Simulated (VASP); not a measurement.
# SnTe (Fm-3m) in VASP: a series of runs, part 2 of 2

VASP 6.6.1. Earlier steps stand in the parts before.

## Step 3: Relaxation of cell and atoms, PBE-based screened hybrid

This run uses another cell than the first one, of 31.28 Å³/atom, 0.872 times its volume.

Input file POSCAR:

```
SnTe
1.0
    0.0000000000      3.1508500000      3.1508500000
    3.1508500000      0.0000000000      3.1508500000
    3.1508500000      3.1508500000      0.0000000000
Te Sn
1 1
Direct
    0.5000000000      0.5000000000      0.5000000000
    0.0000000000      0.0000000000      0.0000000000
```

Input file INCAR.step1:

```
  ALGO = Normal
  EDIFF = 1E-5
  ENCUT = 600
  GGA = PE
  ISMEAR = -1
  LASPH = T
  LCHARG = F
  LREAL = F
  LUSENCCL = F
  LWAVE = T
  NBANDS = 17
  NELM = 60
  PREC = Accurate
  SIGMA = 0.05
```

Input file INCAR.step2:

```
  AEXX = 0.25
  ALGO = Normal
  EDIFF = 1E-7
  EDIFFG = -0.01
  ENCUT = 600
  GGA = PE
  HFSCREEN = 0.3
  IBRION = 2
  ISIF = 3
  ISMEAR = -1
  ISTART = 1
  LASPH = T
  LCHARG = F
  LHFCALC = T
  LREAL = F
  LUSENCCL = F
  LWAVE = F
  NELM = 60
  NSW = 60
  PREC = Accurate
  PRECFOCK = Normal
  SIGMA = 0.05
```

Input file KPOINTS:

```
k-points
0
Gamma
  4 4 4
```

Potentials or basis: VASP PAW PBE potentials, release 64 (Te, Sn_d).

Command:

```bash
$ cat potpaw_PBE.64/Te/POTCAR potpaw_PBE.64/Sn_d/POTCAR > POTCAR
$ cp INCAR.step1 INCAR
$ mpirun -np 1 vasp_std > vasp.out
$ cp INCAR.step2 INCAR
$ mpirun -np 1 vasp_std > vasp.out
```

OUTCAR:

```text
AEXX = 0.25
   EDIFF = 1E-7
   EDIFFG = -0.01
   ENCUT = 600
   GGA = PE
   HFSCREEN = 0.3
   IBRION = 2
   ISIF = 3
   ISMEAR = -1
   ISTART = 1
   LASPH = T
   LHFCALC = T
   LREAL = F
   NELM = 60
   NSW = 60
   PREC = Accurate
   PRECFOCK = Normal

 ion  position               nearest neighbor table
   1  0.500  0.500  0.500-   2 3.15   2 3.15   2 3.15   2 3.15   2 3.15   2 3.15
   2  0.000  0.000  0.000-   1 3.15   1 3.15   1 3.15   1 3.15   1 3.15   1 3.15

  LATTYP: Found a face centered cubic cell.
 ALAT       =     6.3017000000

  Lattice vectors:

 A1 = (   0.0000000000,   3.1508500000,   3.1508500000)
 A2 = (   3.1508500000,   0.0000000000,   3.1508500000)
 A3 = (   3.1508500000,   3.1508500000,   0.0000000000)

Analysis of symmetry for initial positions (statically):
[... 33 lines left out ...]
                                     Primitive cell

  volume of cell :      62.5624

  direct lattice vectors                    reciprocal lattice vectors
     0.000000000  3.150850000  3.150850000    -0.158687338  0.158687338  0.158687338
     3.150850000  0.000000000  3.150850000     0.158687338 -0.158687338  0.158687338
     3.150850000  3.150850000  0.000000000     0.158687338  0.158687338 -0.158687338

  length of vectors
     4.455974803  4.455974803  4.455974803     0.274854533  0.274854533  0.274854533

  position of ions in fractional coordinates (direct lattice)
     0.500000000  0.500000000  0.500000000
     0.000000000  0.000000000  0.000000000

  ion indices of the primitive-cell ions
   primitive index   ion index
                 1           1
                 2           2

----------------------------------------------------------------------------------------

 KPOINTS: k-points

Automatic generation of k-mesh.
 Grid dimensions read from file:
 generate k-points for:    4    4    4

 Generating k-lattice:

  Cartesian coordinates                     Fractional coordinates (reciprocal lattice)
    -0.039671835  0.039671835  0.039671835     0.250000000  0.000000000  0.000000000
     0.039671835 -0.039671835  0.039671835     0.000000000  0.250000000  0.000000000
     0.039671835  0.039671835 -0.039671835     0.000000000  0.000000000  0.250000000

  Length of vectors
     0.068713633  0.068713633  0.068713633

  Shift w.r.t. Gamma in fractional coordinates (k-lattice)
     0.000000000  0.000000000  0.000000000

 Subroutine IBZKPT returns following result:
 ===========================================

 Found      8 irreducible k-points:

 Following reciprocal coordinates:
            Coordinates               Weight
  0.000000  0.000000  0.000000      1.000000
  0.250000  0.000000  0.000000      8.000000
  0.500000  0.000000  0.000000      4.000000
  0.250000  0.250000  0.000000      6.000000
  0.500000  0.250000  0.000000     24.000000
 -0.250000  0.250000  0.000000     12.000000
  0.500000  0.500000  0.000000      3.000000
[... 64 lines left out ...]

--------------------------------------- Ionic step        1  -------------------------------------------

 number of electron      19.9999998 magnetization

 Free energy of the ion-electron system (eV)
  ---------------------------------------------------
  ext. energy  EPLUGINS =         0.00000000
  ---------------------------------------------------
  free energy    TOTEN  =        -8.71921026 eV

  energy without entropy =       -8.71080636  energy(sigma->0) =       -8.71500831

------------------------ aborting loop because EDIFF is reached ----------------------------------------

  FORCE on cell =-STRESS in cart. coord.  units (eV):
  Direction    XX          YY          ZZ          XY          YZ          ZX
  --------------------------------------------------------------------------------------
  -------------------------------------------------------------------------------------
  Total        0.2475301      0.2475301      0.2475301     -0.0000000     -0.0000000      0.0000000
  in kB        6.3390690      6.3390690      6.3390690     -0.0000000     -0.0000000      0.0000000
  external PRESSURE =       6.3390690 kB  Pullay stress =       0.0000000 kB

 VOLUME and BASIS-vectors are now :
 -----------------------------------------------------------------------------
  energy-cutoff  :      600.00
  volume of cell :       62.56
      direct lattice vectors                 reciprocal lattice vectors
     0.000000000  3.150850000  3.150850000    -0.158687338  0.158687338  0.158687338
     3.150850000  0.000000000  3.150850000     0.158687338 -0.158687338  0.158687338
     3.150850000  3.150850000  0.000000000     0.158687338  0.158687338 -0.158687338

 POSITION                                       TOTAL-FORCE (eV/Angst)
 -----------------------------------------------------------------------------------
      3.15085      3.15085      3.15085         0.000000      0.000000     -0.000000
      0.00000      0.00000      0.00000         0.000000      0.000000      0.000000
 -----------------------------------------------------------------------------------
    total drift:                                0.000000      0.000000      0.000000

  FREE ENERGIE OF THE ION-ELECTRON SYSTEM (eV)
  ---------------------------------------------------
  free  energy   TOTEN  =        -8.7192102608 eV

  energy  without entropy=       -8.7108063627  energy(sigma->0) =       -8.71500831

--------------------------------------- Ionic step        2  -------------------------------------------

 number of electron      20.0000001 magnetization

 Free energy of the ion-electron system (eV)
  ---------------------------------------------------
  ext. energy  EPLUGINS =         0.00000000
  ---------------------------------------------------
  free energy    TOTEN  =        -8.72137123 eV

  energy without entropy =       -8.71283178  energy(sigma->0) =       -8.71710151

 E-fermi :   6.7400     XC(G=0):  -8.0051

 val. band max:        6.7244314336   @ k =   0.5000   0.0000   0.0000
 cond. band min:       6.7557474006   @ k =   0.5000   0.0000   0.0000
 fundamental gap:      0.0313159670
 Fermi energy:         6.7400432054

 k-point     1 :       0.0000    0.0000    0.0000
  band No.  band energies     occupation
      1     -17.4965      2.00000
      2     -17.4965      2.00000
      3     -17.4846      2.00000
      4     -17.4846      2.00000
      5     -17.4846      2.00000
      6      -7.2999      2.00000
      7       1.5774      2.00000
      8       4.2334      2.00000
      9       4.2334      2.00000
     10       4.2334      2.00000
     11      10.3585      0.00000
     12      10.3585      0.00000
     13      10.3585      0.00000
     14      11.7251      0.00000
[... 105 lines left out ...]
      1     -17.5084      2.00000
      2     -17.4972      2.00000
      3     -17.4815      2.00000
      4     -17.4815      2.00000
      5     -17.4745      2.00000
      6      -5.4966      2.00000
      7      -1.3459      2.00000
      8       1.3861      2.00000
      9       1.3861      2.00000
     10       5.6583      2.00000
     11       7.6572      0.00000
     12      11.5990      0.00000
     13      11.5990      0.00000
     14      13.1744      0.00000

------------------------ aborting loop because EDIFF is reached ----------------------------------------

  FORCE on cell =-STRESS in cart. coord.  units (eV):
  Direction    XX          YY          ZZ          XY          YZ          ZX
  --------------------------------------------------------------------------------------
  -------------------------------------------------------------------------------------
  Total       -0.0028384     -0.0028384     -0.0028384      0.0000000      0.0000000     -0.0000000
  in kB       -0.0714036     -0.0714036     -0.0714036      0.0000000      0.0000000     -0.0000000
  external PRESSURE =      -0.0714036 kB  Pullay stress =       0.0000000 kB

 VOLUME and BASIS-vectors are now :
 -----------------------------------------------------------------------------
  energy-cutoff  :      600.00
  volume of cell :       63.69
      direct lattice vectors                 reciprocal lattice vectors
     0.000000000  3.169662954  3.169662954    -0.157745479  0.157745479  0.157745479
     3.169662954  0.000000000  3.169662954     0.157745479 -0.157745479  0.157745479
     3.169662954  3.169662954 -0.000000000     0.157745479  0.157745479 -0.157745479

 POSITION                                       TOTAL-FORCE (eV/Angst)
 -----------------------------------------------------------------------------------
      3.16966      3.16966      3.16966         0.000000     -0.000000      0.000000
      3.16966      3.16966     -0.00000         0.000000      0.000000      0.000000
 -----------------------------------------------------------------------------------
    total drift:                                0.000001      0.000002      0.000002

  FREE ENERGIE OF THE ION-ELECTRON SYSTEM (eV)
  ---------------------------------------------------
  free  energy   TOTEN  =        -8.7213712342 eV

  energy  without entropy=       -8.7128317819  energy(sigma->0) =       -8.71710151

 reached required accuracy - stopping structural energy minimisation
```

Wall time 14 min (1 × NVIDIA H100 80GB with 1 thread of AMD EPYC 7R13 (Zen 3), shared host); peak memory 1.2 GiB.

What came out:

| Item | Value |
| --- | --- |
| Free energy | -8.7214 eV |
| Relaxed volume | 31.84 Å³/atom |
| Relaxed cell | a = 4.483 Å, b = 4.483 Å, c = 4.483 Å, α = 60.00°, β = 60.00°, γ = 60.00° |
| Space group after relaxing (to 0.05 Å) | Fm-3m (No. 225) |
| Energy gained by relaxing | 1.1 meV/atom |
| Ionic steps | 2 |
| Pressure after relaxing | 0.0 GPa |
| Band gap on the k mesh | 0.03 eV, direct |

Step by step:
| step | energy change (eV) | largest force (eV/Å) | pressure (GPa) | volume (Å³) |
| --- | --- | --- | --- | --- |
| 1 | 0.0000 | 0.0000 | 0.63 | 62.56 |
| 2 | -0.0022 | 0.0000 | -0.01 | 63.69 |

Final structure:
```
CELL_PARAMETERS angstrom
0.00000 3.16966 3.16966
3.16966 0.00000 3.16966
3.16966 3.16966 0.00000
ATOMIC_POSITIONS crystal
Te 0.50000 0.50000 0.50000
Sn 0.00000 0.00000 0.00000
```

Caveat: the k points lie up to 0.43 Å⁻¹ apart in the final cell; the PAW data sets were made with another functional, which shifts forces and pressure a little; spin-orbit coupling is left out, which moves the levels of the heavy elements. Zero-point motion and thermal expansion aren't in these numbers.
